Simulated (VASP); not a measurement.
# Al2O3 (R-3c) in VASP: a series of runs

Al2O3 is run at these levels: r2SCAN; tasks: single point.

All numbers are computed with VASP 6.6.1; they aren't measurements. Logs are shortened: lines on timing, memory, paths and dates and some standing lists are left out, and cuts for length are marked.

**The experiment to reproduce.**

From “Multi-petahertz electron interference in Cr:Al2O3 solid-state material”, 2018, pmc:5906618, for a bulk crystal of Al2O3: band gap 8.7 eV (optical).

How close the calculation comes is told below.

**1. The cell of the first run**

It takes space group R-3c (No. 167, trigonal). The conventional cell has a = 4.759 Å, b = 4.759 Å, c = 12.995 Å, α = 90.00°, β = 90.00°, γ = 120.00°. Al (site symmetry 3) has 6 O at 1.86 to 1.97 Å within 2.5 Å. O (site symmetry 2) has 4 Al at 1.86 to 1.97 Å and 12 O at 2.53 to 2.87 Å within 2.9 Å.

**2. Single point, r2SCAN**

The input, POSCAR:

```
Al2O3
1.0
    2.3793212122      1.3737017424      4.3317945950
   -2.3793212122      1.3737017424      4.3317945950
    0.0000000000     -2.7474034847      4.3317945950
Al O
4 6
Direct
    0.3519098049      0.3519098049      0.3519098049
    0.1480901951      0.1480901951      0.1480901951
    0.6480901951      0.6480901951      0.6480901951
    0.8519098049      0.8519098049      0.8519098049
    0.5563680097      0.9436319903      0.2500000000
    0.2500000000      0.5563680097      0.9436319903
    0.9436319903      0.2500000000      0.5563680097
    0.4436319903      0.0563680097      0.7500000000
    0.7500000000      0.4436319903      0.0563680097
    0.0563680097      0.7500000000      0.4436319903
```

The input, INCAR.step1:

```
SYSTEM = Al2O3
  PREC = Accurate
  ENCUT = 520
  ISMEAR = 0
  SIGMA = 0.01
  LREAL = .FALSE.
  LASPH = .TRUE.
  NELM = 80
  NBANDS = 35
  GGA = PE
  ALGO = Normal
  EDIFF = 1E-4
  LWAVE = .TRUE.
  LCHARG = .FALSE.
```

The input, INCAR.step2:

```
SYSTEM = Al2O3
  PREC = Accurate
  ENCUT = 520
  EDIFF = 1E-7
  ISMEAR = 0
  SIGMA = 0.01
  LREAL = .FALSE.
  LASPH = .TRUE.
  NELM = 80
  ALGO = Normal
  ISIF = 2
  LWAVE = .FALSE.
  LCHARG = .FALSE.
  METAGGA = R2SCAN
  LMIXTAU = .TRUE.
  NBANDS = 35
  ISTART = 1
```

The input, KPOINTS:

```
Automatic mesh
0
G
  6 6 6
  0 0 0
```

Potentials or basis: VASP PAW PBE potentials, release 64 (Al, O).

Launch:

```bash
$ cat potpaw_PBE.64/Al/POTCAR potpaw_PBE.64/O/POTCAR > POTCAR
$ cp INCAR.step1 INCAR
$ mpirun -np 1 vasp_std > vasp.out
$ cp INCAR.step2 INCAR
$ mpirun -np 1 vasp_std > vasp.out
```

OUTCAR:

```text
SYSTEM = Al2O3
   PREC = Accurate
   ENCUT = 520
   EDIFF = 1E-7
   ISMEAR = 0
   LREAL = .FALSE.
   LASPH = .TRUE.
   NELM = 80
   ISIF = 2
   METAGGA = R2SCAN
   ISTART = 1

 ion  position               nearest neighbor table
   1  0.352  0.352  0.352-  10 1.86   8 1.86   9 1.86   5 1.97   6 1.97   7 1.97   2 2.65   3 2.79
                             3 2.79   3 2.79   2 3.22   2 3.22   2 3.22
   2  0.148  0.148  0.148-   9 1.86   8 1.86  10 1.86   5 1.97   7 1.97   6 1.97   1 2.65   4 2.79
                             4 2.79   4 2.79   1 3.22   1 3.22   1 3.22
   3  0.648  0.648  0.648-   7 1.86   5 1.86   6 1.86   8 1.97   9 1.97  10 1.97   4 2.65   1 2.79
                             1 2.79   1 2.79   4 3.22   4 3.22   4 3.22
   4  0.852  0.852  0.852-   6 1.86   5 1.86   7 1.86   8 1.97  10 1.97   9 1.97   3 2.65   2 2.79
                             2 2.79   2 2.79   3 3.22   3 3.22   3 3.22
   5  0.556  0.944  0.250-   3 1.86   4 1.86   1 1.97   2 1.97
   6  0.250  0.556  0.944-   4 1.86   3 1.86   1 1.97   2 1.97
   7  0.944  0.250  0.556-   3 1.86   4 1.86   2 1.97   1 1.97
   8  0.444  0.056  0.750-   1 1.86   2 1.86   3 1.97   4 1.97
   9  0.750  0.444  0.056-   2 1.86   1 1.86   3 1.97   4 1.97
  10  0.056  0.750  0.444-   1 1.86   2 1.86   4 1.97   3 1.97

  LATTYP: Found a trigonal (rhomboedric) cell.
 ALAT       =     5.1295877340
 COS(alpha) =     0.5697001208

  Lattice vectors:

 A1 = (   2.3793212122,   1.3737017424,   4.3317945950)
 A2 = (  -2.3793212122,   1.3737017424,   4.3317945950)
 A3 = (   0.0000000000,  -2.7474034847,   4.3317945950)

Analysis of symmetry for initial positions (statically):
=====================================================================
 Subroutine PRICEL returns:
 Original cell was already a primitive cell.

 Routine SETGRP: Setting up the symmetry group for a
 trigonal (rhombohedral) supercell.

 Subroutine GETGRP returns: Found 12 space group operations
 (whereof  6 operations were pure point group operations)
 out of a pool of 12 trial point group operations.

The static configuration has the point symmetry S_6 .
 The point group associated with its full space group is D_3d.

Analysis of symmetry for dynamics (positions and initial velocities):
=====================================================================
 Subroutine PRICEL returns:
 Original cell was already a primitive cell.

 Routine SETGRP: Setting up the symmetry group for a
 trigonal (rhombohedral) supercell.

 Subroutine GETGRP returns: Found 12 space group operations
 (whereof  6 operations were pure point group operations)
 out of a pool of 12 trial point group operations.

The dynamic configuration has the point symmetry S_6 .
 The point group associated with its full space group is D_3d.

 Subroutine INISYM returns: Found 12 space group operations
 (whereof  6 operations are pure point group operations),
 and found     1 'primitive' translations

----------------------------------------------------------------------------------------

                                     Primitive cell

  volume of cell :      84.9502

  direct lattice vectors                    reciprocal lattice vectors
     2.379321212  1.373701742  4.331794595     0.210143968  0.121326676  0.076950402
    -2.379321212  1.373701742  4.331794595    -0.210143968  0.121326676  0.076950402
     0.000000000 -2.747403485  4.331794595     0.000000000 -0.242653353  0.076950402

  length of vectors
     5.129587734  5.129587734  5.129587734     0.254562397  0.254562397  0.254562397

  position of ions in fractional coordinates (direct lattice)
     0.351909805  0.351909805  0.351909805
     0.148090195  0.148090195  0.148090195
     0.648090195  0.648090195  0.648090195
     0.851909805  0.851909805  0.851909805
     0.556368010  0.943631990  0.250000000
     0.250000000  0.556368010  0.943631990
     0.943631990  0.250000000  0.556368010
     0.443631990  0.056368010  0.750000000
     0.750000000  0.443631990  0.056368010
     0.056368010  0.750000000  0.443631990

  ion indices of the primitive-cell ions
   primitive index   ion index
                 1           1
                 2           2
                 3           3
                 4           4
                 5           5
                 6           6
                 7           7
                 8           8
                 9           9
                10          10

----------------------------------------------------------------------------------------

 KPOINTS: Automatic mesh

Automatic generation of k-mesh.
 Grid dimensions read from file:
 generate k-points for:    6    6    6

 Generating k-lattice:

  Cartesian coordinates                     Fractional coordinates (reciprocal lattice)
     0.035023995  0.020221113  0.012825067     0.166666667  0.000000000  0.000000000
    -0.035023995  0.020221113  0.012825067     0.000000000  0.166666667  0.000000000
     0.000000000 -0.040442225  0.012825067     0.000000000  0.000000000  0.166666667

  Length of vectors
     0.042427066  0.042427066  0.042427066

  Shift w.r.t. Gamma in fractional coordinates (k-lattice)
     0.000000000  0.000000000  0.000000000

 Subroutine IBZKPT returns following result:
 ===========================================

 Found     32 irreducible k-points:

 Following reciprocal coordinates:
            Coordinates               Weight
  0.000000  0.000000  0.000000      1.000000
  0.166667  0.000000 -0.000000      6.000000
  0.333333  0.000000  0.000000      6.000000
  0.500000  0.000000  0.000000      3.000000
  0.166667  0.166667 -0.000000      6.000000
  0.333333  0.166667  0.000000     12.000000
[... 16 lines left out ...]
  0.500000  0.500000  0.166667      6.000000
 -0.333333  0.500000  0.166667     12.000000
 [... further k-points ...]
   k-points           NKPTS =     32   k-points in BZ     NKDIM =     32   number of bands    NBANDS=     35
   number of dos      NEDOS =    301   number of ions     NIONS =     10
   total plane-waves  NPLWV =  64000
   dimension x,y,z NGX =    40 NGY =   40 NGZ =   40
   dimension x,y,z NGXF=    80 NGYF=   80 NGZF=   80
   ions per type =               4   6
   NGX,Y,Z   is equivalent  to a cutoff of  12.96, 12.96, 12.96 a.u.
   NGXF,Y,Z  is equivalent  to a cutoff of  25.93, 25.93, 25.93 a.u.
 SYSTEM =  Al2O3
   PREC   = accura    normal or accurate (medium, high low for compatibility)
   ISTART =      1    job   : 0-new  1-cont  2-samecut
   ICHARG =      0    charge: 1-file 2-atom 10-const
   ISPIN  =      1    spin polarized calculation?
   LNONCOLLINEAR =      F non collinear calculations
   LSORBIT =      F    spin-orbit coupling
   LASPH  =      T    aspherical Exc in radial PAW
   ENCUT  =  520.0 eV  38.22 Ry    6.18 a.u.   9.54  9.54  9.54*2*pi/ulx,y,z
   NELM   =     80;   NELMIN=  2; NELMDL=  0     # of ELM steps
   EDIFF  = 0.1E-06   stopping-criterion for ELM
   LREAL  =      F    real-space projection
   EDIFFG = 0.1E-05   stopping-criterion for IOM
   NSW    =      0    number of steps for IOM
   IBRION =     -1    ionic relax: 0-MD 1-quasi-New 2-CG
   NFREE  =      0    steps in history (QN), initial steepest desc. (CG)
   ISIF   =      2    stress and relaxation
   ISYM   =      2    0-nonsym 1-usesym 2-fastsym
   POTIM  = 0.5000    time-step for ionic-motion
   TEBEG  =    0.0;   TEEND  =   0.0 temperature during run
   PSTRESS=    0.0 pullay stress
   NELECT =      48.0000    total number of electrons
   NUPDOWN=      -1.0000    fix difference up-down
   EMIN   =  10.00;   EMAX   =-10.00  energy-range for DOS
   EFERMI =   0.00;   METHOD = LEGACY
   ISMEAR =     0;   SIGMA  =   0.01  broadening in eV -4-tet -1-fermi 0-gaus
   EFERMI_NEDOS =   21; number of points for ismear=-14 and -15
   IALGO  =     38    algorithm
   IMIX   =      4    mixing-type and parameters
     AMIX     =   0.40;   BMIX     =  1.00
     AMIX_MAG =   1.60;   BMIX_MAG =  1.00
  volume/ion in A,a.u.               =       8.50        57.33
  Fermi-wavevector in a.u.,A,eV,Ry     =   1.353423  2.557599 24.922541  1.831755
  Thomas-Fermi vector in A             =   2.480680
   LORBIT       =      0    0 simple, 1 ext, 2 COOP (PROOUT), +10 PAW based schemes
   METAGGA = R2SCAN    functional components
   LHFCALC =     F    Hartree Fock is set to
   AEXX    =    0.0000 exact exchange contribution
   IVDW    =     0    specifies the selected vdW correction
   LEPSILON=     F    determine dielectric tensor
   LRPA    =     F    only Hartree local field effects (RPA)
 non-spin polarized calculation
 Gauss-broadening in eV      SIGMA  =   0.01
  energy-cutoff  :      520.00
  volume of cell :       84.95
 maximum number of plane-waves:      2308
 NGX is ok and might be reduce to    40
   NGX = 19   NGY = 19   NGZ = 19

 number of electron      48.0000013 magnetization

 Free energy of the ion-electron system (eV)
  ---------------------------------------------------
  ext. energy  EPLUGINS =         0.00000000
  ---------------------------------------------------
  free energy    TOTEN  =       -96.26961857 eV

  energy without entropy =      -96.26961857  energy(sigma->0) =      -96.26961857

 E-fermi :   5.8419     XC(G=0): -12.2312

 val. band max:        5.7402455097   @ k =   0.0000   0.0000   0.0000
 cond. band min:      12.8969826273   @ k =   0.0000   0.0000   0.0000
 fundamental gap:      7.1567371176
 Fermi energy:         5.8419139246

 k-point     1 :       0.0000    0.0000    0.0000
  band No.  band energies     occupation
      1     -14.4649      2.00000
      2     -12.1735      2.00000
      3     -11.8973      2.00000
      4     -11.8973      2.00000
      5     -11.5884      2.00000
      6     -11.5884      2.00000
[... 27 lines left out ...]
     34      20.6499      0.00000
     35      21.5880      0.00000
[... 843 lines left out ...]
      5     -11.7667      2.00000
      6     -11.5653      2.00000
[... 27 lines left out ...]
     34      20.2607      0.00000
     35      20.4572      0.00000

 [... further k-points ...]

------------------------ aborting loop because EDIFF is reached ----------------------------------------

  FORCE on cell =-STRESS in cart. coord.  units (eV):
  Direction    XX          YY          ZZ          XY          YZ          ZX
  --------------------------------------------------------------------------------------
  -------------------------------------------------------------------------------------
  Total       -0.2359095     -0.2359095     -0.2965918      0.0000000     -0.0000000      0.0000000
  in kB       -4.4492968     -4.4492968     -5.5937760      0.0000000     -0.0000000      0.0000000
  external PRESSURE =      -4.8307899 kB  Pullay stress =       0.0000000 kB

 VOLUME and BASIS-vectors are now :
 -----------------------------------------------------------------------------
  energy-cutoff  :      520.00
  volume of cell :       84.95
      direct lattice vectors                 reciprocal lattice vectors
     2.379321212  1.373701742  4.331794595     0.210143968  0.121326676  0.076950402
    -2.379321212  1.373701742  4.331794595    -0.210143968  0.121326676  0.076950402
     0.000000000 -2.747403485  4.331794595     0.000000000 -0.242653353  0.076950402

 POSITION                                       TOTAL-FORCE (eV/Angst)
 -----------------------------------------------------------------------------------
      0.00000      0.00000      4.57320        -0.000000     -0.000000     -0.019053
      0.00000      0.00000      1.92449        -0.000000      0.000000      0.019053
      0.00000      0.00000      8.42218        -0.000000      0.000000      0.019053
      0.00000      0.00000     11.07089        -0.000000     -0.000000     -0.019053
     -0.92143      1.37370      7.58064        -0.012517      0.000000      0.000000
     -0.72895     -1.48483      7.58064         0.006259     -0.010840      0.000000
      1.65037      0.11113      7.58064         0.006259      0.010840      0.000000
      0.92143     -1.37370      5.41474         0.012517      0.000000      0.000000
      0.72895      1.48483      5.41474        -0.006259      0.010840      0.000000
     -1.65037     -0.11113      5.41474        -0.006259     -0.010840      0.000000
 -----------------------------------------------------------------------------------
    total drift:                               -0.000000      0.000000     -0.000000

  FREE ENERGIE OF THE ION-ELECTRON SYSTEM (eV)
  ---------------------------------------------------
  free  energy   TOTEN  =       -96.2696185737 eV

  energy  without entropy=      -96.2696185737  energy(sigma->0) =      -96.26961857
```

Wall time 4.6 min (1 thread of Intel Xeon Platinum 8488C (Sapphire Rapids), shared host); peak memory 0.28 GiB.

Results:

```
Free energy            : -96.2696 eV
Pressure               : -0.5 GPa
Largest force          : 0.019 eV/Å
Band gap on the k mesh : 7.16 eV
```

Forces in eV/Å, atoms in the order of the input:
```
Al   0.000  0.000 -0.019
Al   0.000  0.000  0.019
Al   0.000  0.000  0.019
Al   0.000  0.000 -0.019
O   -0.013  0.000  0.000
O    0.006 -0.011  0.000
O    0.006  0.011  0.000
O    0.013  0.000  0.000
O   -0.006  0.011  0.000
O   -0.006 -0.011  0.000
```

Stress tensor (GPa, compression positive):
```
-0.44  0.00  0.00
 0.00 -0.44  0.00
 0.00  0.00 -0.56
```

Caveat: the PAW data sets were made with another functional, which shifts forces and pressure a little.

**3. Single point, r2SCAN (8.75 Å³/atom)**

This run uses another cell than the first one, of 8.75 Å³/atom.

POSCAR: that of step 2 with these lines changed.

```diff
@@ -2,5 +2,5 @@
 1.0
-    2.3793212122      1.3737017424      4.3317945950
-   -2.3793212122      1.3737017424      4.3317945950
-    0.0000000000     -2.7474034847      4.3317945950
+    2.4028803802      1.3873036343      4.3746864399
+   -2.4028803802      1.3873036343      4.3746864399
+    0.0000000000     -2.7746072686      4.3746864399
 Al O
```

The input, INCAR.step1:

```
ALGO = Normal
EDIFF = 1E-4
ENCUT = 520
GGA = PE
ISMEAR = 0
LASPH = T
LCHARG = F
LREAL = F
LWAVE = T
NBANDS = 35
NELM = 100
PREC = Accurate
SIGMA = 0.01
```

The input, INCAR.step2:

```
ALGO = Normal
EDIFF = 1E-6
ENCUT = 520
ISIF = 2
ISMEAR = 0
ISTART = 1
LASPH = T
LCHARG = F
LMIXTAU = T
LREAL = F
LWAVE = F
METAGGA = R2SCAN
NBANDS = 35
NELM = 100
PREC = Accurate
SIGMA = 0.01
```

The input, KPOINTS:

```
k-points
0
Gamma
  6 6 6
```

Potentials or basis: VASP PAW PBE potentials, release 64 (Al, O).

Launch:

```bash
$ cat potpaw_PBE.64/Al/POTCAR potpaw_PBE.64/O/POTCAR > POTCAR
$ cp INCAR.step1 INCAR
$ mpirun -np 1 vasp_std > vasp.out
$ cp INCAR.step2 INCAR
$ mpirun -np 1 vasp_std > vasp.out
```

Run time: 4 min. Hardware: 1 thread of Intel Xeon Platinum 8488C (Sapphire Rapids), shared host; peak memory 0.28 GiB.

Results (log left out):

```
Free energy            : -96.2071 eV
Pressure               : -7.7 GPa
Largest force          : 0.046 eV/Å
Band gap on the k mesh : 6.77 eV
```

Forces on the atoms (eV/Å):
```
Al   0.000  0.000 -0.001
Al   0.000  0.000  0.001
Al   0.000  0.000  0.001
Al   0.000  0.000 -0.001
O   -0.046  0.000  0.000
O    0.023 -0.040  0.000
O    0.023  0.040  0.000
O    0.046  0.000  0.000
O   -0.023  0.040  0.000
O   -0.023 -0.040  0.000
```

Stress tensor (GPa, compression positive):
```
-7.81  0.00  0.00
 0.00 -7.81  0.00
 0.00  0.00 -7.39
```

Levels at points of the mesh, in eV from the valence-band top:
```
           k point  band 21  band 22  band 23  band 24  band 25  band 26  band 27  band 28
(0.00, 0.00, 0.00)    -0.49    -0.04    -0.04     0.00     6.77     9.88    11.56    12.31
(0.50, 0.00, 0.00)    -0.89    -0.89    -0.27    -0.27    10.12    10.12    10.38    10.38
(0.50, 0.50, 0.00)    -1.00    -0.89    -0.74    -0.25    10.40    10.44    10.59    11.16
(0.50, 0.50, 0.50)    -0.37    -0.37    -0.37    -0.37     9.30     9.30    11.91    11.91
```

Caveat: the cell stands under tension; the PAW data sets were made with another functional, which shifts forces and pressure a little.

**4. Single point, r2SCAN (9.00 Å³/atom)**

This run uses another cell than the first one, of 9.00 Å³/atom.

POSCAR: that of step 3 with these lines changed.

```diff
@@ -2,5 +2,5 @@
 1.0
-    2.4028803802      1.3873036343      4.3746864399
-   -2.4028803802      1.3873036343      4.3746864399
-    0.0000000000     -2.7746072686      4.3746864399
+    2.4259864167      1.4006439107      4.4167533132
+   -2.4259864167      1.4006439107      4.4167533132
+    0.0000000000     -2.8012878214      4.4167533132
 Al O
```

The input, INCAR.step1:

```
SYSTEM = Al2O3
PREC = Accurate
ENCUT = 520
ISMEAR = 0
SIGMA = 0.01
LREAL = .False.
LASPH = .True.
NELM = 60
NBANDS = 35
GGA = PE
ALGO = Normal
EDIFF = 1E-4
LWAVE = .True.
LCHARG = .False.
```

The input, INCAR.step2:

```
SYSTEM = Al2O3
PREC = Accurate
ENCUT = 520
EDIFF = 1E-7
ISMEAR = 0
SIGMA = 0.01
LREAL = .False.
LASPH = .True.
NELM = 60
ALGO = Normal
ISIF = 2
LWAVE = .False.
LCHARG = .False.
METAGGA = R2SCAN
LMIXTAU = .True.
NBANDS = 35
ISTART = 1
```

The input, KPOINTS:

```
regular mesh
0
Gamma
  6 6 6
  0 0 0
```

Launch:

```bash
$ cat potpaw_PBE.64/Al/POTCAR potpaw_PBE.64/O/POTCAR > POTCAR
$ cp INCAR.step1 INCAR
$ mpirun -np 1 vasp_std > vasp.out
$ cp INCAR.step2 INCAR
$ mpirun -np 1 vasp_std > vasp.out
```

Run time: 4.9 min. Hardware: 1 thread of Intel Xeon Platinum 8488C (Sapphire Rapids), shared host; peak memory 0.28 GiB.

The run converged. Its results:

* Free energy: -96.0380 eV
* Pressure: -13.9 GPa
* Largest force: 0.076 eV/Å
* Band gap on the k mesh: 6.41 eV

Forces in eV/Å, atoms in the order of the input:
```
Al   0.000  0.000  0.015
Al   0.000  0.000 -0.015
Al   0.000  0.000 -0.015
Al   0.000  0.000  0.015
O   -0.076  0.000  0.000
O    0.038 -0.066  0.000
O    0.038  0.066  0.000
O    0.076  0.000  0.000
O   -0.038  0.066  0.000
O   -0.038 -0.066  0.000
```

Stress tensor (GPa, compression positive):
```
-14.17   0.00   0.00
  0.00 -14.17   0.00
  0.00   0.00 -13.31
```

Levels at points of the mesh, in eV from the valence-band top:
```tsv
k point	band 20	band 21	band 22	band 23	band 24	band 25	band 26	band 27	band 28	band 29
(0.00, 0.00, 0.00)	-0.45	-0.45	-0.04	-0.04	0.00	6.41	9.65	11.18	12.05	12.05
(0.50, 0.00, 0.00)	-1.28	-0.84	-0.84	-0.25	-0.25	9.78	9.78	10.10	10.10	12.41
(0.50, 0.50, 0.00)	-1.23	-0.96	-0.86	-0.70	-0.23	10.03	10.28	10.29	10.88	11.70
(0.50, 0.50, 0.50)	-1.90	-0.35	-0.35	-0.35	-0.35	8.98	8.98	11.66	11.66	12.87
```

Caveat: the cell stands under tension; the PAW data sets were made with another functional, which shifts forces and pressure a little. r2SCAN opens gaps a little over a GGA but as a rule still falls short of measured ones.

**5. The runs side by side**

```csv
cell,gap on the mesh (eV),pressure (GPa),largest force (eV/Å)
"a = 5.130 Å, angles 55.3°, 10 atoms",7.16,-0.5,0.02
"a = 5.180 Å, angles 55.3°, 10 atoms",6.77,-7.7,0.05
"a = 5.230 Å, angles 55.3°, 10 atoms",6.41,-13.9,0.08
```

Alike in all rows: task single point; level r2SCAN; potentials or basis VASP PAW PBE potentials, release 64 (Al, O); no spin polarisation; k mesh 6 × 6 × 6; cutoff (eV) 520; smearing gaussian 0.01 eV.

Caveats: the PAW data sets were made with another functional, which shifts forces and pressure a little; the cell stands under tension (at least some runs).

Total energies depend on the potentials used, so only differences within one code and one set of settings carry meaning.

**6. Against experiment**

Step 2. Measured gap of Al2O3: 8.7 eV (optical; quoted in “Multi-petahertz electron interference in Cr:Al2O3 solid-state material”, 2018, pmc:5906618). This calculation gives 7.16 eV (-1.54 eV). The value is that of r2SCAN on a finite k mesh, which can miss the band edges, without temperature or zero-point motion.
